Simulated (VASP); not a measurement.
Si:

```xyz
2
Lattice="1.9678 1.1361 2.9799 -1.9678 1.1361 2.9799 0.0000 -2.2722 2.9799" Properties=species:S:1:pos:R:3 pbc="T T T"
Si    0.0000    0.0000    5.3117
Si    0.0000    0.0000    3.6280
```

| Quantity | Value |
| --- | --- |
| Program | VASP 6.6.1 |
| Task | relaxation of cell and atoms |
| Functional | PBE |
| Potentials or basis | VASP PAW PBE potentials, release 64 (Si) |
| Cutoff | 600 eV |
| k mesh | 6 × 6 × 6 |
| Occupations | gaussian, width 0.1 eV |
| Spin | no spin polarisation |

At the start: pressure 40.9 GPa; volume 19.99 Å³/atom.

Q: How do energy, volume and symmetry change on relaxing?

A: Over 13 steps the energy falls by 2112.0 meV/atom and the volume is 27.06 Å³/atom (+35.4 %); space group R-3m (No. 166, to 0.1 Å) before and after.

The path:
```csv
step,energy change (eV),largest force (eV/Å),pressure (GPa),volume (Å³)
1,0.0000,23.7591,40.91,39.97
2,-2.3751,1.1792,-10.54,65.76
3,-2.6610,1.4269,-9.59,64.34
4,-2.9963,1.6583,-8.54,62.81
5,-4.2024,0.1980,2.32,52.09
6,-4.2109,0.1612,2.04,52.73
7,-4.2089,0.1171,0.97,54.26
8,-4.2154,0.0908,1.69,53.28
9,-4.2157,0.0488,1.53,53.53
10,-4.2178,0.0944,-1.37,55.35
11,-4.2231,0.0334,-0.10,54.50
12,-4.2233,0.0267,-0.09,54.40
13,-4.2240,0.0073,-0.08,54.13
```

Final structure:
```
Si
1.0
     1.93063    1.11465    4.19194
    -1.93063    1.11465    4.19194
     0.00000   -2.22930    4.19194
Si
2
Direct
  0.68620 0.68620 0.68620
  0.31380 0.31380 0.31380
```

Caveat: the volume moved by over 15 % at a fixed basis, so the end points are rough.
